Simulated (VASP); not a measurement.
Write the native input for VASP 6.6.1 that does the following.

| Property | Result |
| --- | --- |
| Task | single point |
| Functional | PBE |
| Potentials or basis | VASP PAW PBE potentials, release 64 (Pt) |
| Cutoff | 520 eV |
| k mesh | 16 × 16 × 16 |
| Occupations | fermi-dirac, width 0.05 eV |
| Spin | no spin polarisation |
| Dipole correction | no |
| Further INCAR settings | ALGO = Normal; EDIFF = 1e-06; NBANDS = 11 |

The structure of Pt lies in POSCAR:

```
Pt
1.0
    2.4119297641      0.0000000000      0.0000000000
    0.0000000000      2.4119297641      0.0000000000
    0.0000000000      0.0000000000      2.4119297641
Pt
1
Direct
    0.0000000000      0.0000000000      0.0000000000
```

This isn't the form of Pt at room conditions, which is fcc.

The input as run:

INCAR

```
SYSTEM = Pt
PREC = Accurate
ENCUT = 520
EDIFF = 1E-6
ISMEAR = -1
SIGMA = 0.05
LREAL = .False.
LASPH = .True.
NELM = 100
ALGO = Normal
ISIF = 2
LWAVE = .False.
LCHARG = .True.
GGA = PE
LELF = .True.
LVHAR = .True.
NBANDS = 11
```

KPOINTS

```
Automatic mesh
0
Gamma
  16 16 16
  0 0 0
```

Potentials or basis: VASP PAW PBE potentials, release 64 (Pt).

Command:

```bash
$ cat potpaw_PBE.64/Pt/POTCAR > POTCAR
$ mpirun -np 1 vasp_std > vasp.out
```

It gave:

```
Pressure               : 91.0 GPa
Band gap on the k mesh : zero (bands 5 and 6 overlap by 4.80 eV)
```

Caveat: the cell stands under pressure; spin-orbit coupling is left out, which moves the levels of the heavy elements.

It took 24 s on 1 thread of Intel Xeon 8259CL (shared host), peak memory 0.14 GiB.
